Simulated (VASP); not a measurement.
A run of VASP 6.6.1 is set up as follows.

Contents of INCAR:

```
PREC = Accurate
ENCUT = 520
EDIFF = 1E-6
ISMEAR = -1
SIGMA = 0.06122561905347299
LREAL = F
LASPH = T
NELM = 60
ALGO = Normal
ISIF = 2
LWAVE = F
LCHARG = T
GGA = PE
LELF = T
LVHAR = T
NBANDS = 14
```

Contents of KPOINTS:

```
regular mesh
0
Gamma
  19 19 19
```

POSCAR

```
Bi
1.0
    0.0000000000      2.4624959135      2.4624959135
    2.4624959135      0.0000000000      2.4624959135
    2.4624959135      2.4624959135      0.0000000000
Bi
1
Direct
    0.0000000000      0.0000000000      0.0000000000
```

Potentials or basis: VASP PAW PBE potentials, release 64 (Bi_d).

The run is started by

```bash
$ cat potpaw_PBE.64/Bi_d/POTCAR > POTCAR
$ mpirun -np 1 vasp_std > vasp.out
```

Question: Predict the band gap on the k mesh.

Answer: Zero (an odd number of electrons rules out a gap without spin polarisation).

Question: Predict the pressure.

Answer: 3.6 GPa.

Caveat: the cell stands under pressure; spin-orbit coupling is left out, which moves the levels of the heavy elements.
